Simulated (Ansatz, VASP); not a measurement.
## Two plane-wave programs on Cr

INCAR

```
  PREC = Accurate
  ENCUT = 500
  EDIFF = 1E-7
  ISMEAR = -1
  SIGMA = 0.1
  LREAL = F
  LASPH = T
  NELM = 120
  ALGO = Normal
  ISIF = 3
  LWAVE = F
  LCHARG = F
  GGA = RP
  IBRION = 2
  NSW = 80
  EDIFFG = -0.01
  GGA_COMPAT = F
  NELMIN = 4
```

The input KPOINTS:

```
Automatic mesh
0
Gamma
  13 13 13
```

Contents of POSCAR:

```
Cr
1.0
    2.3484326893      0.0000000000      0.0000000000
    0.0000000000      2.3484326893      0.0000000000
    0.0000000000      0.0000000000      2.3484326893
Cr
1
Direct
    0.0000000000      0.0000000000      0.0000000000
```

Input for Ansatz:

```yaml
crystal:
  lattice:
    - [2.3484326893, 0.0, 0.0]
    - [0.0, 2.3484326893, 0.0]
    - [0.0, 0.0, 2.3484326893]
  atoms:
    - { symbol: Cr, position: [0.0, 0.0, 0.0] }
hamiltonian:
  xc: rpbe
  pseudopotentials:
    kind: paw
    azcp:
      Cr: "pseudopotentials/Cr.paw.azcp"
basis:
  ecutwfc: 420
  fft_grid_basis: typed
kpoints:
  mp_grid: { grid: [13, 13, 13], shift: [0, 0, 0] }
magnetization:
  spin_polarized: false
scf:
  occupations: { method: fermi_dirac, width: 0.1 }
relax:
  max_steps: 60
  f_tol: 0.01
  cell: {}
```

Alike in both runs: task relaxation of cell and atoms; functional RPBE; k mesh 13 × 13 × 13; occupations fermi-dirac, width 0.1 eV; no spin polarisation.

```csv
,VASP,Ansatz
version,VASP 6.6.1,Ansatz 0.2.0
potentials or method,"VASP PAW PBE potentials, release 64 (Cr_pv), cutoff 500 eV","plane waves (420 eV) with PAW, scalar-relativistic"
valence electrons in the cell,12,14
```

|  | VASP | Ansatz | Ansatz less VASP |
| --- | --- | --- | --- |
| relaxed volume (Å³/atom) | 13.08 | 13.10 | +0.025 |
| relaxed cell length with the largest relative difference (Å) | 2.356 | 2.358 | +0.0015 |

VASP's potentials were made for PBE, not for RPBE. VASP's potentials hold 12 valence electrons a cell and Ansatz's 14, so a difference there can come from the potentials and not from the codes.
